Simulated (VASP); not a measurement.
Ti:

```
CELL_PARAMETERS angstrom
2.95000 0.00000 0.00000
-1.47500 2.55477 0.00000
0.00000 0.00000 4.68000
ATOMIC_POSITIONS crystal
Ti 0.66667 0.33333 0.75000
Ti 0.33333 0.66667 0.25000
```

| Quantity | Value |
| --- | --- |
| Program | VASP 6.6.1 |
| Task | relaxation of cell and atoms |
| Functional | PBEsol |
| Dispersion | D4 |
| Potentials or basis | VASP PAW PBE potentials, release 64 (Ti_sv) |
| Cutoff | 600 eV |
| k mesh | 10 × 10 × 6 |
| Occupations | fermi-dirac, width 0.05 eV |
| Spin | no spin polarisation |

At the start: pressure -6.9 GPa; volume 17.64 Å³/atom.

Question: How do energy, volume and symmetry change on relaxing?

Answer: Over 8 steps the energy falls by 25.4 meV/atom and the volume is 16.52 Å³/atom (-6.3 %); space group P6_3/mmc (No. 194, to 0.05 Å).

The path:
| step | energy change (eV) | largest force (eV/Å) | pressure (GPa) | volume (Å³) |
| --- | --- | --- | --- | --- |
| 1 | 0.0000 | 0.0000 | -6.91 | 35.27 |
| 2 | -0.0230 | 0.0000 | 6.04 | 31.53 |
| 3 | -0.0506 | 0.0000 | -0.01 | 33.05 |
| 4 | -0.0506 | 0.0000 | 0.11 | 33.01 |
| 5 | -0.0507 | 0.0000 | 0.14 | 33.01 |
| 6 | -0.0507 | 0.0000 | 0.14 | 33.01 |
| 7 | -0.0507 | 0.0000 | -0.15 | 33.09 |
| 8 | -0.0507 | 0.0000 | -0.01 | 33.05 |

Final structure:
```xyz
2
Lattice="2.8927 0.0000 0.0000 -1.4463 2.5051 0.0000 0.0000 0.0000 4.5602" Properties=species:S:1:pos:R:3 pbc="T T T"
Ti    1.4463    0.8350    3.4202
Ti    0.0000    1.6701    1.1401
```

Caveat: the PAW data sets were made with another functional, which shifts forces and pressure a little; pairwise dispersion overbinds metals, which lowers pressure and volume.
